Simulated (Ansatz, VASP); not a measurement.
# HfC in VASP and in Ansatz

```
Hf C
1.0
     0.00000    2.30175    2.32500
     2.30175    0.00000    2.32500
     2.30175    2.30175    0.00000
Hf C
1 1
Direct
  0.50000 0.50000 0.50000
  0.00000 0.00000 0.00000
```

Change from the starting cell: equal xx and yy strain of -1 %.

Alike in both runs: task single point; functional PBE; k mesh 15 × 15 × 15; occupations fermi-dirac, width 0.05 eV; no spin polarisation.

|  | VASP | Ansatz |
| --- | --- | --- |
| version | VASP 6.6.1 | Ansatz 0.2.0 |
| potentials or method | VASP PAW PBE potentials, release 64 (Hf_pv, C), cutoff 520 eV | all-electron LAPW, scalar-relativistic |

Ansatz gave:

| Quantity | Value |
| --- | --- |
| pressure (GPa) | 5.2 |
| traceless stress, the component that is largest in VASP (GPa) | -2.79 |

What did VASP give for the same quantities?

Pressure (GPa): 4.6; traceless stress, the component that is largest in VASP (GPa): -2.83.

Ansatz ran all-electron here, and VASP with PAW potentials.

Neither program's run includes spin-orbit coupling.
